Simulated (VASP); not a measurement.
Here is a VASP 6.6.1 calculation.

File INCAR:

```
PREC = Accurate ; ENCUT = 520
EDIFF = 1E-7 ; ISMEAR = 0
SIGMA = 0.05 ; LREAL = False
LASPH = True ; NELM = 100
ALGO = Normal ; ISIF = 2
LWAVE = False ; LCHARG = False
GGA = PE ; NBANDS = 36
ISYM = 0
```

KPOINTS

```
regular mesh
0
Gamma
  10 10 2
```

The input POSCAR:

```
C
1.0
    1.7857375322     -1.7857375322      0.0000000000
    1.7857375322      0.0000000000     -1.7857375322
    8.0358188949      7.1429501288      6.2500813627
C
12
Direct
    0.6666666667      0.5312333333      0.2708666667
    0.0000000000     -0.0521000000      0.1042000000
    0.3333333333      0.1145666667      0.4375333333
    0.6666666667      0.2812333333      0.7708666667
    1.0000000000      0.6979000000      0.6042000000
    0.3333333333     -0.1354333333      0.9375333333
    0.6666666667      0.4687333333      0.3958666667
    1.0000000000      0.8854000000      0.2292000000
    0.3333333333      0.0520666667      0.5625333333
    0.6666666667      0.2187333333      0.8958666667
    0.0000000000     -0.3646000000      0.7292000000
    0.3333333333      0.3020666667      0.0625333333
```

Potentials or basis: VASP PAW PBE potentials, release 64 (C).

Command:

```bash
$ cat potpaw_PBE.64/C/POTCAR > POTCAR
$ mpirun -np 1 vasp_std > vasp.out
```

Estimate the largest force.

3.212 eV/Å.

What does it give for the band gap on the k mesh?

Zero (band 24 reaches 10.30 eV, above the bottom of band 25 at 10.13 eV).

Predict the pressure.

3.0 GPa.

Forces on the atoms (eV/Å):
```
C   -0.071 -0.023 -0.070
C   -0.278  0.991 -0.277
C   -0.042 -0.038 -0.041
C   -0.147 -0.601 -0.146
C   -0.046 -0.066 -0.045
C   -1.774 -2.006 -1.775
C    0.046  0.066  0.045
C    0.147  0.601  0.146
C    0.042  0.038  0.041
C    0.278 -0.991  0.277
C    0.071  0.023  0.070
C    1.774  2.006  1.775
```

Caveat: forces of over 1 eV/Å act on the atoms, so gaps and moduli don't describe the material at rest.
